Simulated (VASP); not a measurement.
# Si48C47 (a cell with a defect) in VASP: notebook

Runs on Si48C47 (a cell with a defect). Level: PBEsol. Tasks: single point.

Program: VASP 6.6.1. These are calculated values, not measurements. Logs are shortened: lines on timing, memory, paths and dates and some standing lists are left out, and cuts for length are marked.

**1. The cell of the first run**

The cell holds a defect, 95 atoms: a = 9.234 Å, b = 10.663 Å, c = 10.076 Å, α = 90.00°, β = 90.00°, γ = 90.00°.

**2. Single point, PBEsol, collinear spin**

The input, INCAR:

```
SYSTEM = Si48C47
PREC     = Accurate       ! precision mode
ENCUT    = 520            ! plane-wave cutoff, eV
EDIFF    = 1E-6           ! SCF threshold, eV
ISMEAR   = -1             ! smearing method
SIGMA    = 0.05           ! smearing width, eV
LREAL    = Auto         
LASPH    = .TRUE.         ! aspherical terms in the spheres
NELM     = 150            ! most SCF steps
ALGO     = Normal         ! electronic algorithm
ISIF     = 2              ! what is computed and relaxed
LWAVE    = .FALSE.        ! write WAVECAR
LCHARG   = .FALSE.        ! write CHGCAR
ISPIN    = 2              ! spin polarisation
MAGMOM   = 0 0 0 0 0 0.25 0.25 0 0 0.25 0 0 0 0 0 0 0 0.25 0 0 0 0 0 0 0 0 0 0 0 0 0 0 0 0 0 0 0 0 0 0 0 0 0 0 0 0 0 0 0 0 0 0 0 0 0 0 0 0 0 0 0 0 0 0 0 0 0 0 0 0 0 0 0 0 0 0 0 0 0 0 0 0 0 0 0 0 0 0 0 0 0 0 0 0 0 ! initial moments
LORBIT   = 11             ! projections on sites
GGA      = PS             ! functional
NELECT   = 379.0        
ISYM     = 0            
NBANDS   = 247            ! bands
LUSENCCL = .FALSE.
```

The input, KPOINTS:

```
Automatic mesh
0
Gamma
  1 1 1
  0.25 0.25 0.25
```

The input, POSCAR:

```
Si48C47
1.0
    9.2342040000      0.0000000000      0.0000000000
    0.0000000000     10.6627400000      0.0000000000
    0.0000000000      0.0000000000     10.0759470000
Si C
48 47
Direct
    0.9994110000      0.9988090000      0.5000780000
    0.3327890000      0.9990350000      0.5005840000
    0.1637760000      0.2488320000      0.5006670000
    0.9989640000      0.5008130000      0.4998040000
    0.6641070000      0.0010730000      0.5003590000
    0.4930470000      0.2484490000      0.5060590000
    0.3276850000      0.4960730000      0.5064410000
    0.1668900000      0.7477640000      0.5003610000
    0.8323030000      0.2493360000      0.5001840000
    0.6685790000      0.5006060000      0.4945400000
    0.4996990000      0.7496860000      0.5002520000
    0.8330940000      0.7505410000      0.4994090000
    0.9998450000      0.1664060000      0.2496280000
    0.3329210000      0.1673670000      0.2496620000
    0.1677640000      0.4164100000      0.2492050000
    0.0006290000      0.6670430000      0.2489760000
    0.6666700000      0.1675360000      0.2501860000
    0.5077330000      0.4202060000      0.2442250000
    0.3345580000      0.6665180000      0.2502450000
    0.1669890000      0.9166720000      0.2498730000
    0.8357930000      0.4165560000      0.2471880000
    0.6679410000      0.6683710000      0.2471820000
    0.4999040000      0.9171380000      0.2496410000
    0.8334310000      0.9173690000      0.2492280000
    0.1655960000      0.0828800000      0.7504020000
    0.9989070000      0.3328970000      0.7500830000
    0.4991150000      0.0822320000      0.7512930000
    0.3312250000      0.3325690000      0.7524880000
    0.1646400000      0.5836780000      0.7509980000
    0.9994950000      0.8330980000      0.7497490000
    0.8327640000      0.0829860000      0.7500350000
    0.6661050000      0.3325500000      0.7497790000
    0.4987210000      0.5837120000      0.7497200000
    0.3326080000      0.8332440000      0.7501690000
    0.8323450000      0.5833390000      0.7469250000
    0.6659030000      0.8335630000      0.7498410000
    0.9997980000      0.9998680000      0.9997320000
    0.3327910000      0.0001530000      0.0002060000
    0.1657780000      0.2497120000      0.0002190000
    0.9998670000      0.5000520000      0.9987980000
    0.6666080000      0.0002920000      0.0002120000
    0.4998680000      0.2508450000      0.0000500000
    0.3340590000      0.4998230000      0.9998220000
    0.1668440000      0.7502370000      0.0000710000
    0.8331830000      0.2497610000      0.9992460000
    0.6676940000      0.5006480000      0.9966950000
    0.4998940000      0.7504330000      0.9992880000
    0.8334530000      0.7502860000      0.9984530000
    0.0004000000      0.0000240000      0.1872710000
    0.3334800000      0.0007520000      0.1876160000
    0.1665380000      0.2501500000      0.1875240000
    0.0018960000      0.5003940000      0.1864080000
    0.6666420000      0.0007650000      0.1878280000
    0.5006220000      0.2514150000      0.1893170000
    0.3356170000      0.4999340000      0.1893260000
    0.1679500000      0.7499690000      0.1877560000
    0.8334740000      0.2499510000      0.1867280000
    0.6720630000      0.5025390000      0.1830820000
    0.5002860000      0.7504070000      0.1868170000
    0.8345570000      0.7508050000      0.1861590000
    0.9991580000      0.9995340000      0.6871760000
    0.3324880000      0.9999690000      0.6876060000
    0.1654530000      0.2496390000      0.6876870000
    0.9989690000      0.4994820000      0.6863870000
    0.6655570000      0.0003380000      0.6872970000
    0.4981890000      0.2498980000      0.6903600000
    0.3317540000      0.4991990000      0.6906260000
    0.1661960000      0.7493470000      0.6872370000
    0.8323300000      0.2497910000      0.6870510000
    0.6625790000      0.4981390000      0.6821850000
    0.4993190000      0.7498860000      0.6870850000
    0.8320880000      0.7499580000      0.6861230000
    0.9982670000      0.1654810000      0.4378500000
    0.3306770000      0.1672050000      0.4375630000
    0.1655620000      0.4151300000      0.4372980000
    0.9995250000      0.6665340000      0.4372390000
    0.6623220000      0.1711930000      0.4383350000
    0.3361440000      0.6614370000      0.4384130000
    0.1669280000      0.9149050000      0.4380950000
    0.8327760000      0.4148300000      0.4352610000
    0.6651900000      0.6662370000      0.4354440000
    0.4989570000      0.9163480000      0.4378200000
    0.8313670000      0.9177020000      0.4374060000
    0.1662710000      0.0833430000      0.9380910000
    0.9996350000      0.3333780000      0.9376970000
    0.4996670000      0.0837250000      0.9392320000
    0.3326630000      0.3331810000      0.9395150000
    0.1668250000      0.5833710000      0.9386400000
    0.0002160000      0.8332680000      0.9375230000
    0.8330860000      0.0832560000      0.9377870000
    0.6665220000      0.3336610000      0.9372950000
    0.5002410000      0.5834140000      0.9372360000
    0.3331930000      0.8335240000      0.9378500000
    0.8336190000      0.5836470000      0.9347680000
    0.6665290000      0.8337320000      0.9376730000
```

Potentials or basis: VASP PAW PBE potentials, release 64 (Si, C).

On the command line:

```sh
$ cat potpaw_PBE.64/Si/POTCAR potpaw_PBE.64/C/POTCAR > POTCAR
$ mpirun -np 1 vasp_std > vasp.out
```

OUTCAR:

```text
SYSTEM = Si48C47
   PREC = Accurate
   ENCUT = 520
   EDIFF = 1E-6
   ISMEAR = -1
   LREAL = Auto
   LASPH = .TRUE.
   NELM = 150
   ISIF = 2
   ISPIN = 2
   LORBIT = 11
   GGA = PS
   NELECT = 379.0
   ISYM = 0

 ion  position               nearest neighbor table
   1  0.999  0.999  0.500-  73 1.88  61 1.89  83 1.89  79 1.89  12 3.06   3 3.07  30 3.07   2 3.08
                            24 3.08  31 3.08   9 3.08  20 3.09  25 3.09   8 3.09  13 3.09   5 3.10
   2  0.333  0.999  0.501-  82 1.88  79 1.88  62 1.88  74 1.90   6 3.04   5 3.06  11 3.07  34 3.07
                             1 3.08  20 3.08  25 3.09   8 3.09  27 3.09   3 3.09  23 3.09  14 3.10
   3  0.164  0.249  0.501-  73 1.88  74 1.88  63 1.88  75 1.88   7 3.04   6 3.04   9 3.06   1 3.07
                            26 3.07  13 3.08  25 3.08   2 3.09   4 3.09  14 3.10  15 3.10  28 3.10
   4  0.999  0.501  0.500-  76 1.88  64 1.88  75 1.90  80 1.90   7 3.04  10 3.05   8 3.06  35 3.06
                            12 3.07  29 3.09  16 3.09   3 3.09  21 3.09   9 3.09  26 3.09  15 3.10
   5  0.664  0.001  0.500-  82 1.88  65 1.88  83 1.89  77 1.92   2 3.06   9 3.07   6 3.08  27 3.08
                            23 3.08  11 3.08  17 3.08  36 3.08  31 3.09  12 3.09   1 3.10  24 3.11
   6  0.493  0.248  0.506-  66 1.86  74 1.86  77 1.89  28 3.03   3 3.04  27 3.04   2 3.04   7 3.05
                            32 3.06   5 3.08  14 3.10   9 3.13  10 3.14
   7  0.328  0.496  0.506-  67 1.86  75 1.86  78 1.89  28 3.03  29 3.04   4 3.04   3 3.04   6 3.05
                            33 3.06   8 3.07  15 3.10  11 3.14
   8  0.167  0.748  0.500-  76 1.88  68 1.88  79 1.89  78 1.92   4 3.06   7 3.07  29 3.07  11 3.07
                            19 3.08  12 3.08  34 3.08  16 3.08   2 3.09  30 3.09   1 3.09  20 3.10
   9  0.832  0.249  0.500-  80 1.88  73 1.88  69 1.88  77 1.88   3 3.06   5 3.07  17 3.07  10 3.08
                            32 3.08  31 3.08  26 3.08   1 3.08  13 3.09   4 3.09  21 3.11   6 3.13
  10  0.669  0.501  0.495-  81 1.86  80 1.87  70 1.89  18 3.05   4 3.05  21 3.07  22 3.07  12 3.07
                             9 3.08  11 3.08  35 3.09  32 3.13  33 3.14   6 3.14
  11  0.500  0.750  0.500-  71 1.88  81 1.89  82 1.89  78 1.89   2 3.07   8 3.07  33 3.07  19 3.08
                            12 3.08  36 3.08  10 3.08   5 3.08  34 3.08  23 3.09  22 3.11   7 3.14
  12  0.833  0.751  0.499-  72 1.88  76 1.89  83 1.89  81 1.90   1 3.06  35 3.07  10 3.07   4 3.07
                            11 3.08  30 3.08   8 3.08  24 3.09  36 3.09  22 3.09  16 3.09   5 3.09
  13  1.000  0.166  0.250-  49 1.88  57 1.89  51 1.89  73 1.90  21 3.07  24 3.07  39 3.07  14 3.08
                             3 3.08  17 3.08  20 3.08  37 3.08  15 3.08  45 3.09   9 3.09   1 3.09
  14  0.333  0.167  0.250-  51 1.88  50 1.88  54 1.89  74 1.89  15 3.06  13 3.08  39 3.08  20 3.08
                            42 3.08  23 3.08  38 3.08  17 3.08   3 3.10   6 3.10   2 3.10  18 3.14
  15  0.168  0.416  0.249-  51 1.88  52 1.88  55 1.89  75 1.90  14 3.06  21 3.07  39 3.07  43 3.08
                            19 3.08  13 3.08  16 3.09  40 3.09   3 3.10   4 3.10   7 3.10  18 3.14
  16  0.001  0.667  0.249-  56 1.88  60 1.88  52 1.89  76 1.90  44 3.07  22 3.07  20 3.07  21 3.07
                            24 3.08  19 3.08   8 3.08  15 3.09  40 3.09   4 3.09  48 3.09  12 3.09
  17  0.667  0.168  0.250-  54 1.88  57 1.89  53 1.89  77 1.90  18 3.07   9 3.07  13 3.08  24 3.08
                            21 3.08  14 3.08  23 3.08   5 3.08  42 3.08  41 3.09  45 3.09
  18  0.508  0.420  0.244-  58 1.86  54 1.88  55 1.89  46 3.02  21 3.03  22 3.03  10 3.05  42 3.05
                            43 3.06  17 3.07  19 3.08  15 3.14  14 3.14
  19  0.335  0.667  0.250-  55 1.88  59 1.88  56 1.89  78 1.90  11 3.08  18 3.08  23 3.08  22 3.08
                            15 3.08   8 3.08  16 3.08  20 3.08  47 3.09  43 3.09  44 3.09
  20  0.167  0.917  0.250-  56 1.88  49 1.89  50 1.89  79 1.90  16 3.07  23 3.07  38 3.08  13 3.08
[... 2 lines left out ...]
                            45 3.07  13 3.07  16 3.07  17 3.08   4 3.09  46 3.10  22 3.10   9 3.11
  22  0.668  0.668  0.247-  60 1.88  59 1.88  58 1.88  81 1.90  18 3.03  48 3.06  24 3.06  10 3.07
                            47 3.07  16 3.07  23 3.07  19 3.08  12 3.09  46 3.09  21 3.10  11 3.11
  23  0.500  0.917  0.250-  50 1.88  53 1.89  59 1.89  82 1.90  22 3.07  20 3.07  41 3.08  19 3.08
                            38 3.08   5 3.08  24 3.08  14 3.08  17 3.08  47 3.09   2 3.09  11 3.09
  24  0.833  0.917  0.249-  49 1.88  53 1.88  60 1.89  83 1.90  22 3.06  13 3.07  41 3.07  37 3.07
[... 422 lines left out ...]
      5      -6.0515      1.00000
      6      -5.9398      1.00000
[... 805 lines left out ...]
    200      11.5838      0.00000
    201      11.6955      0.00000
 Fermi energy:         9.5817954477

 spin component 2

 k-point     1 :       0.2500    0.2500    0.2500
  band No.  band energies     occupation
      1      -7.1601      1.00000
      2      -6.6353      1.00000
      3      -6.5668      1.00000
      4      -6.4344      1.00000
      5      -6.0423      1.00000
      6      -5.9319      1.00000
[... 805 lines left out ...]
    200      11.6037      0.00000
    201      11.7148      0.00000
 [bands above 201 left out]

------------------------ aborting loop because EDIFF is reached ----------------------------------------

  FORCE on cell =-STRESS in cart. coord.  units (eV):
  Direction    XX          YY          ZZ          XY          YZ          ZX
  --------------------------------------------------------------------------------------
  -------------------------------------------------------------------------------------
  Total      -11.4921617    -13.7070536     -7.3515785      2.5111479     -2.2959999     -4.1998312
  in kB      -18.5591531    -22.1360708    -11.8723590      4.0553535     -3.7079023     -6.7824759
  external PRESSURE =     -17.5225276 kB  Pullay stress =       0.0000000 kB

 VOLUME and BASIS-vectors are now :
 -----------------------------------------------------------------------------
  energy-cutoff  :      520.00
  volume of cell :      992.10
      direct lattice vectors                 reciprocal lattice vectors
     9.234204000  0.000000000  0.000000000     0.108293037  0.000000000  0.000000000
     0.000000000 10.662740000  0.000000000     0.000000000  0.093784524  0.000000000
     0.000000000  0.000000000 10.075947000     0.000000000  0.000000000  0.099246254

 POSITION                                       TOTAL-FORCE (eV/Angst)
 -----------------------------------------------------------------------------------
      9.22877     10.65004      5.03876        -0.000680     -0.009041      0.002930
      3.07304     10.65245      5.04386         0.003882      0.010458      0.007761
      1.51234      2.65323      5.04469         0.004357      0.003450     -0.005117
      9.22464      5.34004      5.03600         0.031741      0.009867      0.004544
      6.13250      0.01144      5.04159        -0.000372     -0.011521      0.008158
      4.55290      2.64915      5.09902        -0.045005      0.013497     -0.003744
[... 87 lines left out ...]
      7.69781      6.22328      9.41867        -0.016075     -0.013032     -0.002156
      6.15486      8.88987      9.44794        -0.003967      0.001606     -0.000644
 -----------------------------------------------------------------------------------
    total drift:                               -0.009001     -0.003733     -0.010263

  FREE ENERGIE OF THE ION-ELECTRON SYSTEM (eV)
  ---------------------------------------------------
  free  energy   TOTEN  =      -759.5339489207 eV

  energy  without entropy=     -759.5246340335  energy(sigma->0) =     -759.52929148

 total charge

# of ion       s       p       d       tot
------------------------------------------
    1        0.708   0.965   0.000   1.673
    2        0.709   0.962   0.000   1.671
    3        0.710   0.971   0.000   1.681
    4        0.710   0.958   0.000   1.668
    5        0.708   0.955   0.000   1.663
    6        0.731   0.904   0.000   1.635
[... 87 lines left out ...]
   94        0.834   1.696   0.000   2.530
   95        0.833   1.699   0.000   2.532
--------------------------------------------------
tot         73.294 125.857   0.000 199.151

 magnetization (x)

# of ion       s       p       d       tot
------------------------------------------
    1        0.000   0.000   0.000   0.000
    2        0.001   0.002   0.000   0.003
    3        0.000   0.000   0.000   0.001
    4        0.002   0.004   0.000   0.006
    5       -0.000  -0.000   0.000  -0.000
    6        0.010   0.039   0.000   0.049
[... 87 lines left out ...]
   94        0.001   0.005   0.000   0.007
   95       -0.000   0.000   0.000   0.000
--------------------------------------------------
tot          0.086   0.320   0.000   0.405
```

Wall time 4.2 min (1 × NVIDIA H100 80GB with 1 thread of AMD EPYC 7R13 (Zen 3), shared host); peak memory 2.6 GiB.

What came out:

* Free energy: -759.5339 eV
* Largest force: 0.125 eV/Å
* Net moment: 0.97 μB per cell
* Site moments: Si +0.00, +0.01, -0.00, +0.05, +0.06, +0.11 (each value once); C -0.00, +0.00, +0.01, +0.03 (each value once) μB
* Valence electrons inside the program's atomic spheres: Si 1.67, 1.68, 1.66, 1.64, 1.62 (each value once); C 2.53, 2.54, 2.52, 2.50, 2.51 (each value once)

Forces in eV/Å, atoms in the order of the input:
```
Si  -0.001 -0.009  0.003
Si   0.004  0.010  0.008
Si   0.004  0.003 -0.005
Si   0.032  0.010  0.005
Si   0.000 -0.012  0.008
Si  -0.045  0.013 -0.004
Si   0.040 -0.027  0.001
Si   0.004 -0.001  0.014
Si   0.010 -0.024  0.028
Si   0.022  0.009 -0.024
Si   0.006 -0.001  0.001
Si  -0.011 -0.001 -0.010
Si   0.014 -0.008  0.003
Si   0.013  0.000 -0.005
Si   0.006 -0.013 -0.001
Si   0.013 -0.006  0.012
Si   0.006 -0.011 -0.007
Si   0.003  0.005 -0.010
Si   0.009  0.000 -0.013
Si   0.005  0.009  0.002
Si   0.012  0.008 -0.014
Si   0.011 -0.005  0.012
Si   0.007 -0.003 -0.001
Si   0.016 -0.003  0.006
Si  -0.009 -0.009  0.001
Si  -0.011  0.002 -0.001
Si  -0.013 -0.003  0.009
Si  -0.006 -0.010  0.000
Si   0.006  0.005 -0.008
Si  -0.016 -0.009 -0.007
Si  -0.003 -0.002 -0.003
Si  -0.013  0.003  0.000
Si   0.005  0.002 -0.009
Si  -0.001 -0.004 -0.003
Si  -0.021 -0.008 -0.020
Si  -0.003 -0.010 -0.006
Si   0.005  0.001 -0.001
Si   0.005  0.000 -0.006
Si   0.005 -0.004 -0.005
Si   0.017 -0.014 -0.005
Si   0.005 -0.001 -0.005
Si   0.005  0.007 -0.011
Si   0.019 -0.011  0.005
Si   0.007  0.003 -0.002
Si   0.005 -0.003 -0.002
Si   0.010 -0.006 -0.017
Si   0.003  0.007 -0.007
Si   0.001  0.014 -0.006
C   -0.011  0.004 -0.003
C   -0.007 -0.010  0.003
C   -0.017  0.001  0.000
C   -0.007  0.006 -0.002
C   -0.013  0.008  0.003
C   -0.015  0.002  0.018
C    0.000  0.002  0.005
C   -0.018 -0.007 -0.003
C   -0.015  0.000  0.011
C   -0.014  0.000  0.012
C   -0.003  0.001  0.001
C   -0.013  0.008  0.010
C    0.014  0.001 -0.003
C    0.016 -0.003 -0.001
C    0.011  0.010 -0.009
C   -0.003 -0.009  0.013
C    0.006  0.006  0.008
C    0.013  0.002  0.010
C    0.013  0.004  0.005
C    0.007 -0.003  0.000
C    0.016 -0.002 -0.001
C    0.013 -0.007  0.017
C    0.012 -0.005 -0.001
C    0.026  0.012  0.011
C   -0.027  0.006 -0.006
C   -0.001  0.008  0.008
C   -0.042 -0.077 -0.038
C   -0.016  0.007 -0.013
C    0.005 -0.001 -0.008
C   -0.007  0.026 -0.016
C   -0.004  0.047 -0.015
C   -0.055  0.102  0.048
C    0.008  0.000 -0.015
C   -0.002  0.002 -0.006
C   -0.015 -0.030 -0.003
C    0.006  0.007  0.004
C    0.000 -0.003  0.010
C   -0.002 -0.013 -0.016
C   -0.010  0.002  0.004
C   -0.003  0.002  0.027
C   -0.001 -0.007  0.006
C   -0.006  0.003  0.001
C    0.000  0.006  0.010
C    0.000  0.000  0.012
C   -0.002  0.007  0.008
C   -0.016 -0.013 -0.002
C   -0.004  0.002 -0.001
```

Levels at points of the mesh, in eV from the Fermi level:
Spin up:
| k point | band 187 | band 188 | band 189 | band 190 | band 191 | band 192 | band 193 | band 194 |
| --- | --- | --- | --- | --- | --- | --- | --- | --- |
| (0.25, 0.25, 0.25) | -2.11 | -1.92 | -1.74 | -0.20 | 0.34 | 0.47 | 1.10 | 1.23 |
Spin down:
```csv
k point,band 187,band 188,band 189,band 190,band 191,band 192
"(0.25, 0.25, 0.25)",-2.09,-1.92,-1.74,0.21,0.46,0.59
```

Caveat: the cell carries a net charge on a neutralising background, which shifts energy and pressure; the cell is charged against a uniform background, so pressure and absolute levels hang on convention; the PAW data sets were made with another functional, which shifts forces and pressure a little.

(Part 1 of 2 ends here.)
